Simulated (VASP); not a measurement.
The system is KNa3Ge.

```
CELL_PARAMETERS angstrom
5.10613 0.00000 0.00000
0.00000 5.10613 0.00000
0.00000 0.00000 5.10613
ATOMIC_POSITIONS crystal
K 0.00000 0.00000 0.00000
Na 0.00000 0.50000 0.50000
Na 0.50000 0.00000 0.50000
Na 0.50000 0.50000 0.00000
Ge 0.50000 0.50000 0.50000
```

The cell was built from a structure type or drawn by symmetry, and may not be a known phase.

| Item | Value |
| --- | --- |
| Program | VASP 6.6.1 |
| Task | relaxation of cell and atoms |
| Functional | PBE |
| Potentials or basis | VASP PAW PBE potentials, release 64 (K_sv, Na_pv, Ge_d) |
| Cutoff | 600 eV |
| k mesh | 4 × 4 × 4 |
| Occupations | gaussian, width 0.1 eV |
| Spin | no spin polarisation |

At the start: pressure 9.1 GPa; volume 26.63 Å³/atom.

Problem. Where does the relaxation end?

Solution. Over 4 steps the energy falls by 252.6 meV/atom and the volume is 38.47 Å³/atom (+44.5 %); space group Pm-3m (No. 221, to 0.1 Å) before and after.

Step by step:
```
step  energy change (eV)  largest force (eV/Å)  pressure (GPa)  volume (Å³)
   1              0.0000                0.0000            9.10       133.13
   2             -1.0519                0.0000            2.62       164.46
   3             -1.2416                0.0000            0.70       183.67
   4             -1.2628                0.0000            0.10       192.36
```

Final structure:
```cif
data_structure
_symmetry_space_group_name_H-M 'P 1'
_symmetry_Int_Tables_number 1
_cell_length_a 5.7726
_cell_length_b 5.7726
_cell_length_c 5.7726
_cell_angle_alpha 90.000
_cell_angle_beta 90.000
_cell_angle_gamma 90.000
_cell_volume 192.36
loop_
_atom_site_label
_atom_site_type_symbol
_atom_site_fract_x
_atom_site_fract_y
_atom_site_fract_z
_atom_site_occupancy
K1 K 0.00000 0.00000 0.00000 1
Na1 Na 0.00000 0.50000 0.50000 1
Na2 Na 0.50000 0.00000 0.50000 1
Na3 Na 0.50000 0.50000 0.00000 1
Ge1 Ge 0.50000 0.50000 0.50000 1
```

Caveat: the volume moved by over 15 % at a fixed basis, so the end points are rough.
